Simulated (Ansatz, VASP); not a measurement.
# One calculation of BaTe, two programs

The input INCAR:

```
SYSTEM = BaTe
PREC = Accurate
ENCUT = 520
EDIFF = 1E-6
ISMEAR = -1
SIGMA = 0.02
LREAL = .FALSE.
LASPH = .TRUE.
NELM = 100
ALGO = Normal
ISIF = 2
LWAVE = .FALSE.
LCHARG = .TRUE.
GGA = PE
LELF = .TRUE.
LVHAR = .TRUE.
NBANDS = 15
```

The input KPOINTS:

```
regular mesh
0
G
  6 6 6
  0 0 0
```

Contents of POSCAR:

```
BaTe
1.0
    0.0000000000      3.4617391083      3.5498812151
    3.4617391083      0.0000000000      3.5498812151
    3.4617391083      3.4617391083      0.0000000000
Ba Te
1 1
Direct
    0.0000000000      0.0000000000      0.0000000000
    0.5000000000      0.5000000000      0.5000000000
```

Input for Ansatz:

```yaml
crystal:
  lattice:
    - [0.0, 3.4617391083, 3.5498812151]
    - [3.4617391083, 0.0, 3.5498812151]
    - [3.4617391083, 3.4617391083, 0.0]
  atoms:
    - { symbol: Ba, position: [0.0, 0.0, 0.0] }
    - { symbol: Te, position: [0.5, 0.5, 0.5] }
kpoints:
  mp_grid: { grid: [6, 6, 6] }
  band_path:
    path:
      - [0.0, 0.0, 0.0]
      - [0.5, 0.0, 0.5]
      - [0.625, 0.25, 0.625]
      - [0.375, 0.375, 0.75]
      - [0.5, 0.5, 0.5]
      - [0.5, 0.25, 0.75]
      - [0.5, 0.5, 0.0]
    npoints: 1
hamiltonian:
  xc: pbe
scf:
  occupations: { method: fermi_dirac, width: 0.02 }
  n_extra_bands: 4
output:
  forces: true
  stress: true
  eigenvalues: true
```

Change from the starting cell: epitaxial_xy strain -2.0%.

Alike in both runs: task single point; functional PBE; k mesh 6 × 6 × 6; occupations fermi-dirac, width 0.02 eV; no spin polarisation.

|  | VASP | Ansatz |
| --- | --- | --- |
| version | VASP 6.6.1 | Ansatz 0.2.0 |
| potentials or method | VASP PAW PBE potentials, release 64 (Ba_sv, Te) | plane waves, PAW |
| plane-wave cutoff (eV) | 520 | 420 |
| valence electrons in the cell | 16 | 26 |

Ansatz gave:

```
gap on the k mesh at the Fermi level (eV)                     : 1.57
pressure (GPa)                                                : 1.2
traceless stress, the component that is largest in VASP (GPa) : -1.10
```

Problem. Estimate VASP's values.

Solution. gap on the k mesh at the Fermi level (eV): 1.48; pressure (GPa): 1.5; traceless stress, the component that is largest in VASP (GPa): -1.16.

The functional is the same, so the differences come from potentials, cutoffs and numerics. VASP's potentials hold 16 valence electrons a cell and Ansatz's 26, so a difference there can come from the potentials and not from the codes.

Spin-orbit coupling is off throughout.
